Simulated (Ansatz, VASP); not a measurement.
**One calculation of As, two programs**

```
CELL_PARAMETERS angstrom
0.00000 3.56379 3.56379
3.56379 0.00000 3.56379
3.56379 3.56379 0.00000
ATOMIC_POSITIONS crystal
As 0.62500 0.62500 0.62500
As 0.62500 0.62500 0.12500
As 0.62500 0.12500 0.62500
As 0.12500 0.62500 0.62500
```

Alike in both runs: task relaxation of cell and atoms; functional PBE; k mesh 4 × 4 × 4; occupations gaussian, width 0.1 eV; no spin polarisation.

|  | VASP | Ansatz |
| --- | --- | --- |
| version | VASP 6.6.1 | Ansatz 0.2.0 |
| potentials or method | VASP PAW PBE potentials, release 64 (As), cutoff 600 eV | scalar-relativistic, plane waves, PAW |
| valence electrons in the cell | 20 | 60 |

```csv
,VASP,Ansatz,Ansatz less VASP
"gap on the k mesh at the Fermi level, each at its own relaxed structure (eV)",none,none,-
relaxed volume (Å³/atom),30.01,29.74,-0.269
relaxed length of the cell vector where the two differ most in proportion (Å),5.537,5.520,-0.0166
```

A gap of «none» marks a metal or a gap that the smearing closes. VASP's potentials hold 20 valence electrons a cell and Ansatz's 60, so a difference there can come from the potentials and not from the codes.

The k mesh is coarse, so the values compare programs but aren't converged. Noted on VASP's run: the volume moved by over 15 % at a fixed basis, so the end points are rough.
